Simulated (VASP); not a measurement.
# Co (P6_3/mmc) in VASP: notebook

Runs on Co. Level: LDA. Tasks: single point.

Program: VASP 6.6.1. These are calculated values, not measurements. Logs are shortened: lines on timing, memory, paths and dates and some standing lists are left out, and cuts for length are marked.

## (1) The cell of the first run

Symmetry: P6_3/mmc, No. 194, hexagonal system. Conventional cell: a = 2.286 Å, b = 2.286 Å, c = 3.687 Å, α = 90.00°, β = 90.00°, γ = 120.00°. Within 3.0 Å of Co (site symmetry -6m2) lie 12 Co at 2.27 to 2.29 Å.

## (2) Single point, LDA, collinear spin, ferromagnetic start

INCAR

```
ALGO     = Fast           # electronic algorithm
EDIFF    = 1E-6           # SCF threshold, eV
ENCUT    = 520            # plane-wave cutoff, eV
GGA      = CA             # functional
ISIF     = 2              # what is computed and relaxed
ISMEAR   = 0              # smearing method
ISPIN    = 2              # spin polarisation
LASPH    = True           # aspherical terms in the spheres
LCHARG   = True           # write CHGCAR
LELF     = True           # ELF
LMAXMIX  = 4              # l up to which the mixer works
LORBIT   = 11             # projections on sites
LREAL    = False          # projectors in reciprocal space
LVHAR    = True         
LWAVE    = False          # write WAVECAR
MAGMOM   = 0.55 0.55      # initial moments
NBANDS   = 20             # bands
NELM     = 150            # most SCF steps
NUPDOWN  = 1.1            # fixed moment
PREC     = Accurate       # precision mode
SIGMA    = 0.15           # smearing width, eV
```

KPOINTS

```
k-points
0
Gamma
  24 24 12
```

POSCAR

```
Co
1.0
    2.2855303783      0.0000000000      0.0000000000
   -1.1427651891      1.9793273687      0.0000000000
    0.0000000000      0.0000000000      3.6867130953
Co
2
Direct
    0.6666666667      0.3333333333      0.2500000000
    0.3333333333      0.6666666667      0.7500000000
```

Potentials or basis: VASP PAW LDA potentials, release 64 (Co).

Started as:

```
> cat potpaw_LDA.64/Co/POTCAR > POTCAR
> mpirun -np 1 vasp_std > vasp.out
```

OUTCAR:

```text
EDIFF = 1E-6
   ENCUT = 520
   GGA = CA
   ISIF = 2
   ISMEAR = 0
   ISPIN = 2
   LASPH = True
   LORBIT = 11
   LREAL = False
   NELM = 150
   NUPDOWN = 1.1
   PREC = Accurate

 ion  position               nearest neighbor table
   1  0.667  0.333  0.250-   2 2.27   2 2.27   2 2.27   2 2.27   2 2.27   2 2.27
   2  0.333  0.667  0.750-   1 2.27   1 2.27   1 2.27   1 2.27   1 2.27   1 2.27

  LATTYP: Found a hexagonal cell.
 ALAT       =     2.2855303783
 C/A-ratio  =     1.6130667657

  Lattice vectors:

 A1 = (   2.2855303783,   0.0000000000,   0.0000000000)
 A2 = (  -1.1427651891,   1.9793273687,   0.0000000000)
 A3 = (   0.0000000000,   0.0000000000,   3.6867130953)

Analysis of symmetry for initial positions (statically):
=====================================================================
 Subroutine PRICEL returns:
 Original cell was already a primitive cell.

 Routine SETGRP: Setting up the symmetry group for a
 hexagonal supercell.

 Subroutine GETGRP returns: Found 24 space group operations
 (whereof 12 operations were pure point group operations)
 out of a pool of 24 trial point group operations.

The static configuration has the point symmetry D_3d.
 The point group associated with its full space group is D_6h.

Analysis of symmetry for dynamics (positions and initial velocities):
=====================================================================
 Subroutine PRICEL returns:
 Original cell was already a primitive cell.

 Routine SETGRP: Setting up the symmetry group for a
 hexagonal supercell.

 Subroutine GETGRP returns: Found 24 space group operations
 (whereof 12 operations were pure point group operations)
 out of a pool of 24 trial point group operations.

The dynamic configuration has the point symmetry D_3d.
 The point group associated with its full space group is D_6h.

Analysis of structural, dynamic, and magnetic symmetry:
=====================================================================
 Subroutine PRICEL returns:
 Original cell was already a primitive cell.

 Routine SETGRP: Setting up the symmetry group for a
 hexagonal supercell.

 Subroutine GETGRP returns: Found 24 space group operations
 (whereof 12 operations were pure point group operations)
 out of a pool of 24 trial point group operations.

The overall configuration has the point symmetry D_3d.
[... 114 lines left out ...]
   EFERMI =   0.00;   METHOD = LEGACY
   ISMEAR =     0;   SIGMA  =   0.15  broadening in eV -4-tet -1-fermi 0-gaus
   EFERMI_NEDOS =   21; number of points for ismear=-14 and -15
   IALGO  =     68    algorithm
   IMIX   =      4    mixing-type and parameters
     AMIX     =   0.40;   BMIX     =  1.00
     AMIX_MAG =   1.60;   BMIX_MAG =  1.00
  volume/ion in A,a.u.               =       8.34        56.27
  Fermi-wavevector in a.u.,A,eV,Ry     =   1.679259  3.173339 38.367214  2.819911
  Thomas-Fermi vector in A             =   2.763203
   LORBIT       =     11    0 simple, 1 ext, 2 COOP (PROOUT), +10 PAW based schemes
   GGA     = CA    functional components
   LHFCALC =     F    Hartree Fock is set to
   AEXX    =    0.0000 exact exchange contribution
   IVDW    =     0    specifies the selected vdW correction
   LEPSILON=     F    determine dielectric tensor
   LRPA    =     F    only Hartree local field effects (RPA)
 spin polarized calculation
 RMM-DIIS sequential band-by-band and
 Gauss-broadening in eV      SIGMA  =   0.15
  energy-cutoff  :      520.00
  volume of cell :       16.68
 maximum number of plane-waves:       470
 NGX is ok and might be reduce to    18
   NGX =  9   NGY =  9   NGZ = 13

 number of electron      17.9999990 magnetization       1.0999999

 Free energy of the ion-electron system (eV)
  ---------------------------------------------------
  ext. energy  EPLUGINS =         0.00000000
  ---------------------------------------------------
  free energy    TOTEN  =       -15.69854086 eV

  energy without entropy =      -15.65138144  energy(sigma->0) =      -15.67496115

 E-fermi :  14.4430     XC(G=0): -15.3651

 val. band max:       14.4425999449   @ k =   0.2500  -0.0000   0.5000
 cond. band min:      14.4318769039   @ k =   0.3750   0.0833   0.0000
 fundamental gap:     -0.0107230410
 Fermi energy:        14.4281829864

 spin component 1

 k-point     1 :       0.0000    0.0000    0.0000
  band No.  band energies     occupation
      1       3.7834      1.00000
      2       7.8817      1.00000
      3      11.5507      1.00000
      4      11.5814      1.00000
      5      11.5814      1.00000
      6      12.0898      1.00000
[... 541 lines left out ...]
     19      42.2191      0.00000
     20      43.7236      0.00000

 [... further k-points ...]

 spin component 2

 k-point     1 :       0.0000    0.0000    0.0000
  band No.  band energies     occupation
      1       3.8657      1.00000
      2       8.2094      1.00000
      3      12.0652      1.00000
      4      12.0779      1.00000
      5      12.0779      1.00000
      6      12.6048      1.00000
[... 541 lines left out ...]
     19      42.4431      0.00000
     20      43.8698      0.00000

 [... further k-points ...]
[... 5 lines left out ...]
  --------------------------------------------------------------------------------------
  -------------------------------------------------------------------------------------
  Total        6.5244397      6.5244397      6.5384758      0.0000000      0.0000000      0.0000000
  in kB      626.7723572    626.7723572    628.1207425      0.0000000      0.0000000      0.0000000
  external PRESSURE =     627.2218190 kB  Pullay stress =       0.0000000 kB

 VOLUME and BASIS-vectors are now :
 -----------------------------------------------------------------------------
  energy-cutoff  :      520.00
  volume of cell :       16.68
      direct lattice vectors                 reciprocal lattice vectors
     2.285530378  0.000000000  0.000000000     0.437535204  0.252611068  0.000000000
    -1.142765189  1.979327369  0.000000000     0.000000000  0.505222135  0.000000000
     0.000000000  0.000000000  3.686713095     0.000000000  0.000000000  0.271244324

 POSITION                                       TOTAL-FORCE (eV/Angst)
 -----------------------------------------------------------------------------------
      1.14277      0.65978      0.92168         0.000000     -0.000000      0.000000
     -0.00000      1.31955      2.76503        -0.000000      0.000000      0.000000
 -----------------------------------------------------------------------------------
    total drift:                                0.000000     -0.000000     -0.000000

  FREE ENERGIE OF THE ION-ELECTRON SYSTEM (eV)
  ---------------------------------------------------
  free  energy   TOTEN  =       -15.6985408563 eV

  energy  without entropy=      -15.6513814369  energy(sigma->0) =      -15.67496115

 total charge

# of ion       s       p       d       tot
------------------------------------------
    1        0.616   0.794   7.522   8.932
    2        0.616   0.794   7.522   8.932
--------------------------------------------------
tot          1.233   1.588  15.043  17.864

 magnetization (x)

# of ion       s       p       d       tot
------------------------------------------
    1       -0.005  -0.016   0.559   0.538
    2       -0.005  -0.016   0.559   0.538
--------------------------------------------------
tot         -0.010  -0.033   1.118   1.075
```

OSZICAR:

```text
N       E                     dE             d eps       ncg     rms          rms(c)
DAV:   1     0.820106336436E+02    0.82011E+02   -0.76079E+03 37348   0.128E+03
DAV:   2    -0.131616580267E+02   -0.95172E+02   -0.85401E+02 34652   0.226E+02
DAV:   3    -0.179648452670E+02   -0.48032E+01   -0.46227E+01 38388   0.594E+01
DAV:   4    -0.180369860163E+02   -0.72141E-01   -0.72074E-01 41548   0.649E+00
DAV:   5    -0.180391740618E+02   -0.21880E-02   -0.21879E-02 40392   0.110E+00    0.206E+01
RMM:   6    -0.159252174908E+02    0.21140E+01   -0.41052E+00 41337   0.222E+01    0.505E+00
RMM:   7    -0.157725060694E+02    0.15271E+00   -0.30899E-01 42601   0.641E+00    0.402E+00
RMM:   8    -0.157046706528E+02    0.67835E-01   -0.35592E-02 49212   0.121E+00    0.134E+00
RMM:   9    -0.156997611508E+02    0.49095E-02   -0.82155E-03 50385   0.684E-01    0.383E-01
RMM:  10    -0.156986734493E+02    0.10877E-02   -0.16433E-03 53065   0.277E-01    0.166E-01
RMM:  11    -0.156986293280E+02    0.44121E-04   -0.46812E-04 46275   0.243E-01    0.962E-02
RMM:  12    -0.156985321472E+02    0.97181E-04   -0.21055E-04 51615   0.116E-01    0.113E-02
RMM:  13    -0.156985402600E+02   -0.81129E-05   -0.85865E-05 54920   0.404E-02    0.690E-03
RMM:  14    -0.156985408563E+02   -0.59626E-06   -0.55768E-06 41225   0.128E-02
   1 F= -.15698541E+02 E0= -.15674961E+02  d E =-.471594E-01  mag=     1.1000
```

It took 6.5 min on 1 thread of Oxide Virtual Turin-like, shared host; peak memory 0.25 GiB.

Results:

```
Free energy                                           : -15.6985 eV
Pressure                                              : 62.7 GPa
Net moment                                            : 1.10 μB per cell
Site moments                                          : Co +0.54 μB
Valence electrons inside the program's atomic spheres : Co 8.93
```

Caveat: the total moment is fixed, so each spin has its own Fermi level.

## (3) Single point, LDA, collinear spin, ferromagnetic start

This run uses another cell than the first one, of 7.51 Å³/atom, 0.900 times its volume.

INCAR

```
SYSTEM = Co
  PREC = Accurate
  ENCUT = 520
  EDIFF = 1E-6
  ISMEAR = 0
  SIGMA = 0.15
  LREAL = .FALSE.
  LASPH = .TRUE.
  NELM = 150
  ALGO = Fast
  ISIF = 2
  LWAVE = .FALSE.
  LCHARG = .FALSE.
  ISPIN = 2
  MAGMOM = 1.375 1.375
  LORBIT = 11
  NUPDOWN = 2.75
  LMAXMIX = 4
  NBANDS = 20
```

KPOINTS

```
Automatic mesh
0
G
  24 24 12
  0 0 0
```

POSCAR

```
Co
1.0
    2.2066455177      0.0000000000      0.0000000000
   -1.1033227588      1.9110110755      0.0000000000
    0.0000000000      0.0000000000      3.5594665484
Co
2
Direct
    0.6666666667      0.3333333333      0.2500000000
    0.3333333333      0.6666666667      0.7500000000
```

Potentials or basis: VASP PAW LDA potentials, release 64 (Co).

Started as:

```
> cat potpaw_LDA.64/Co/POTCAR > POTCAR
> mpirun -np 1 vasp_std > vasp.out
```

OUTCAR:

```text
SYSTEM = Co
   PREC = Accurate
   ENCUT = 520
   EDIFF = 1E-6
   ISMEAR = 0
   LREAL = .FALSE.
   LASPH = .TRUE.
   NELM = 150
   ISIF = 2
   ISPIN = 2
   LORBIT = 11
   NUPDOWN = 2.75

 ion  position               nearest neighbor table
   1  0.667  0.333  0.250-   2 2.19   2 2.19   2 2.19   2 2.19   2 2.19   2 2.19   2 3.11   2 3.11
                             2 3.11   2 3.11   2 3.11   2 3.11
   2  0.333  0.667  0.750-   1 2.19   1 2.19   1 2.19   1 2.19   1 2.19   1 2.19   1 3.11   1 3.11
                             1 3.11   1 3.11   1 3.11   1 3.11

  LATTYP: Found a hexagonal cell.
 ALAT       =     2.2066455177
 C/A-ratio  =     1.6130667658

  Lattice vectors:

 A1 = (   2.2066455177,   0.0000000000,   0.0000000000)
 A2 = (  -1.1033227588,   1.9110110755,   0.0000000000)
 A3 = (   0.0000000000,   0.0000000000,   3.5594665484)

Analysis of symmetry for initial positions (statically):
=====================================================================
 Subroutine PRICEL returns:
 Original cell was already a primitive cell.

 Routine SETGRP: Setting up the symmetry group for a
 hexagonal supercell.

 Subroutine GETGRP returns: Found 24 space group operations
 (whereof 12 operations were pure point group operations)
 out of a pool of 24 trial point group operations.

The static configuration has the point symmetry D_3d.
 The point group associated with its full space group is D_6h.

Analysis of symmetry for dynamics (positions and initial velocities):
=====================================================================
 Subroutine PRICEL returns:
 Original cell was already a primitive cell.

 Routine SETGRP: Setting up the symmetry group for a
 hexagonal supercell.

 Subroutine GETGRP returns: Found 24 space group operations
 (whereof 12 operations were pure point group operations)
 out of a pool of 24 trial point group operations.

The dynamic configuration has the point symmetry D_3d.
 The point group associated with its full space group is D_6h.

Analysis of structural, dynamic, and magnetic symmetry:
=====================================================================
 Subroutine PRICEL returns:
 Original cell was already a primitive cell.

[... 151 lines left out ...]
  ext. energy  EPLUGINS =         0.00000000
  ---------------------------------------------------
  free energy    TOTEN  =       -14.46417476 eV

  energy without entropy =      -14.44133315  energy(sigma->0) =      -14.45275396

 E-fermi :  16.2573     XC(G=0): -16.0327

 val. band max:       16.7833898123   @ k =   0.5000   0.0000   0.0000
 cond. band min:      16.2592408135   @ k =   0.3750   0.0000   0.4167
 fundamental gap:     -0.5241489988
 Fermi energy:        16.7837885286

 spin component 1

 k-point     1 :       0.0000    0.0000    0.0000
  band No.  band energies     occupation
      1       5.1544      1.00000
      2       9.0323      1.00000
      3      13.0735      1.00000
      4      13.0735      1.00000
      5      13.0736      1.00000
      6      13.6675      1.00000
[... 541 lines left out ...]
     19      46.5881      0.00000
     20      47.8490      0.00000

 [... further k-points ...]

 spin component 2

 k-point     1 :       0.0000    0.0000    0.0000
  band No.  band energies     occupation
      1       5.4222      1.00000
      2       9.8574      1.00000
      3      14.3275      1.00000
      4      14.3275      1.00000
      5      14.3401      1.00000
      6      14.9711      1.00000
[... 541 lines left out ...]
     19      47.2519      0.00000
     20      48.2860      0.00000

 [... further k-points ...]
[... 5 lines left out ...]
  --------------------------------------------------------------------------------------
  -------------------------------------------------------------------------------------
  Total       14.4930004     14.4930004     14.6045903      0.0000000     -0.0000000     -0.0000000
  in kB     1546.9924496   1546.9924496   1558.9036343      0.0000000     -0.0000000     -0.0000000
  external PRESSURE =    1550.9628445 kB  Pullay stress =       0.0000000 kB

 VOLUME and BASIS-vectors are now :
 -----------------------------------------------------------------------------
  energy-cutoff  :      520.00
  volume of cell :       15.01
      direct lattice vectors                 reciprocal lattice vectors
     2.206645518  0.000000000  0.000000000     0.453176549  0.261641602  0.000000000
    -1.103322759  1.911011076  0.000000000     0.000000000  0.523283205  0.000000000
     0.000000000  0.000000000  3.559466548     0.000000000  0.000000000  0.280940974

 POSITION                                       TOTAL-FORCE (eV/Angst)
 -----------------------------------------------------------------------------------
      1.10332      0.63700      0.88987        -0.000000     -0.000000      0.000000
     -0.00000      1.27401      2.66960         0.000000      0.000000      0.000000
 -----------------------------------------------------------------------------------
    total drift:                                0.000000     -0.000000     -0.000000

  FREE ENERGIE OF THE ION-ELECTRON SYSTEM (eV)
  ---------------------------------------------------
  free  energy   TOTEN  =       -14.4641747649 eV

  energy  without entropy=      -14.4413331492  energy(sigma->0) =      -14.45275396

 total charge

# of ion       s       p       d       tot
------------------------------------------
    1        0.688   0.936   7.675   9.300
    2        0.688   0.936   7.675   9.300
--------------------------------------------------
tot          1.377   1.873  15.351  18.600

 magnetization (x)

# of ion       s       p       d       tot
------------------------------------------
    1       -0.010  -0.025   1.368   1.333
    2       -0.010  -0.025   1.368   1.333
--------------------------------------------------
tot         -0.020  -0.051   2.737   2.666
```

OSZICAR:

```text
N       E                     dE             d eps       ncg     rms          rms(c)
DAV:   1     0.835111883331E+02    0.83511E+02   -0.76397E+03 38056   0.131E+03
DAV:   2    -0.114079398641E+02   -0.94919E+02   -0.85714E+02 34640   0.231E+02
DAV:   3    -0.161778631448E+02   -0.47699E+01   -0.46098E+01 38416   0.599E+01
DAV:   4    -0.162466074465E+02   -0.68744E-01   -0.68695E-01 41524   0.641E+00
DAV:   5    -0.162486631160E+02   -0.20557E-02   -0.20555E-02 40820   0.109E+00    0.270E+01
RMM:   6    -0.146703757795E+02    0.15783E+01   -0.25277E+00 41815   0.172E+01    0.879E+00
RMM:   7    -0.145366993108E+02    0.13368E+00   -0.16288E-01 44507   0.448E+00    0.589E+00
RMM:   8    -0.144656137318E+02    0.71086E-01   -0.30960E-02 49518   0.122E+00    0.123E+00
RMM:   9    -0.144644307391E+02    0.11830E-02   -0.70137E-03 50004   0.709E-01    0.297E-01
RMM:  10    -0.144641621749E+02    0.26856E-03   -0.17312E-03 53094   0.281E-01    0.143E-01
RMM:  11    -0.144643111098E+02   -0.14893E-03   -0.56735E-04 45544   0.267E-01    0.132E-01
RMM:  12    -0.144641724530E+02    0.13866E-03   -0.20494E-04 49671   0.127E-01    0.266E-02
RMM:  13    -0.144641740290E+02   -0.15761E-05   -0.10791E-04 56879   0.537E-02    0.814E-03
RMM:  14    -0.144641747649E+02   -0.73586E-06   -0.74401E-06 45646   0.152E-02
   1 F= -.14464175E+02 E0= -.14452754E+02  d E =-.228416E-01  mag=     2.7500
```

Wall time 7 min (1 thread of Oxide Virtual Turin-like, shared host); peak memory 0.23 GiB.

Results:

```
Free energy  : -14.4642 eV
Pressure     : 155.1 GPa
Net moment   : 2.75 μB per cell
Site moments : Co +1.33 μB
```

Caveat: the total moment is fixed, so each spin has its own Fermi level.

## (4) Single point, LDA, collinear spin, ferromagnetic start

INCAR

```
SYSTEM = Co
  ALGO = Fast
  EDIFF = 1E-6
  ENCUT = 520
  ISIF = 2
  ISMEAR = 0
  ISPIN = 2
  LASPH = .True.
  LCHARG = .False.
  LMAXMIX = 4
  LORBIT = 11
  LREAL = .False.
  LWAVE = .False.
  MAGMOM = 1.1 1.1
  NBANDS = 20
  NELM = 150
  NUPDOWN = 2.2
  PREC = Accurate
  SIGMA = 0.15
```

KPOINTS

```
k-points
0
Gamma
  24 24 12
  0 0 0
```

POSCAR

```
Co
1.0
    2.2855303783      0.0000000000      0.0000000000
   -1.1427651891      1.9793273687      0.0000000000
    0.0000000000      0.0000000000      3.6867130953
Co
2
Direct
    0.6666666667      0.3333333333      0.2500000000
    0.3333333333      0.6666666667      0.7500000000
```

Started as:

```
> cat potpaw_LDA.64/Co/POTCAR > POTCAR
> mpirun -np 1 vasp_std > vasp.out
```

Run time: 6.4 min. Hardware: 1 thread of Oxide Virtual Turin-like, shared host; peak memory 0.25 GiB.

The run converged. Its results:

```yaml
Free_energy: -15.6779 eV
Pressure: 69.7 GPa
Net_moment: 2.20 μB per cell
Site_moments: Co +1.08 μB
Valence_electrons_inside_the_program's_atomic_spheres: Co 8.94
```

Stress tensor (GPa, compression positive):
```
69.71  0.00  0.00
 0.00 69.71  0.00
 0.00  0.00 69.62
```

Caveat: the total moment is fixed, so each spin has its own Fermi level.

## (5) The runs side by side

| fixed moment (μB) | cell | pressure (GPa) | moment (μB) |
| --- | --- | --- | --- |
| 1.1 | a = 2.286, b = 2.286, c = 3.687 Å, angles 90.0, 90.0, 120.0°, 2 atoms | 62.7 | 1.10 |
| 2.75 | a = 2.207, b = 2.207, c = 3.559 Å, angles 90.0, 90.0, 120.0°, 2 atoms | 155.1 | 2.75 |
| 2.2 | a = 2.286, b = 2.286, c = 3.687 Å, angles 90.0, 90.0, 120.0°, 2 atoms | 69.7 | 2.20 |

Alike in all rows: task single point; level LDA; potentials or basis VASP PAW LDA potentials, release 64 (Co); spin collinear, ferromagnetic start; k mesh 24 × 24 × 12; cutoff (eV) 520; smearing gaussian 0.15 eV.

Caveats: the total moment is fixed, so each spin has its own Fermi level.

Total energies depend on the potentials used, so only differences within one code and one set of settings carry meaning.
